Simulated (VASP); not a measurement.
Write the native input for VASP 6.6.1 that does the following.

```
Task                   : single point
Functional             : PBE
Potentials or basis    : VASP PAW PBE potentials, release 64 (Ga_d, B, As)
Cutoff                 : 520 eV
k mesh                 : 2 × 2 × 2
Occupations            : gaussian, width 0.1 eV
Spin                   : no spin polarisation
Dipole correction      : no
Further INCAR settings : ALGO = Normal; EDIFF = 1e-07; NBANDS = 56
```

The structure of Ga2BAs3 lies in POSCAR:

```
Ga2BAs3
1.0
    0.0000000000      0.0000000000     -6.2680683452
    0.0000000000      6.6255440634      0.0000000000
    5.7429823941     -3.3127720317      0.0000000000
Ga B As
4 2 6
Direct
    0.0034545889      0.8267845121      0.3214845359
    0.5034545889      0.1732154879      0.6785154641
    0.0034545889      0.5052999762      0.6785154641
    0.5034545889      0.4947000238      0.3214845359
    0.4979397497      0.8517972528      0.0000000000
    0.9979397497      0.1482027472      0.0000000000
    0.3958934214      0.5456102093      0.7042804962
    0.3958934214      0.8413297131      0.2957195038
    0.3426642297      0.1343617781      0.0000000000
    0.8958934214      0.1586702869      0.7042804962
    0.8958934214      0.4543897907      0.2957195038
    0.8426642297      0.8656382219      0.0000000000
```

One way to write it, as run:

INCAR

```
PREC = Accurate ; ENCUT = 520
EDIFF = 1E-7 ; ISMEAR = 0
SIGMA = 0.1 ; LREAL = F
LASPH = T ; NELM = 60
ALGO = Normal ; ISIF = 2
LWAVE = F ; LCHARG = F
GGA = PE ; NBANDS = 56
```

KPOINTS

```
regular mesh
0
Gamma
  2 2 2
```

Potentials or basis: VASP PAW PBE potentials, release 64 (Ga_d, B, As).

Run with:

```console
$ cat potpaw_PBE.64/Ga_d/POTCAR potpaw_PBE.64/B/POTCAR potpaw_PBE.64/As/POTCAR > POTCAR
$ mpirun -np 1 vasp_std > vasp.out
```

It gave:

```json
{"Pressure": "0.0 GPa", "Largest force": "0.268 eV/Å", "Band gap on the k mesh": "0.65 eV"}
```

Caveat: the k points lie up to 0.55 Å⁻¹ apart; semilocal functionals underestimate gaps, and a narrow one can read as zero.

Run time: 2 min on 1 thread of Intel(R) Xeon(R) Platinum 8375C CPU @ 2.90GHz (Ice Lake), on a shared host, peak memory 0.37 GiB.
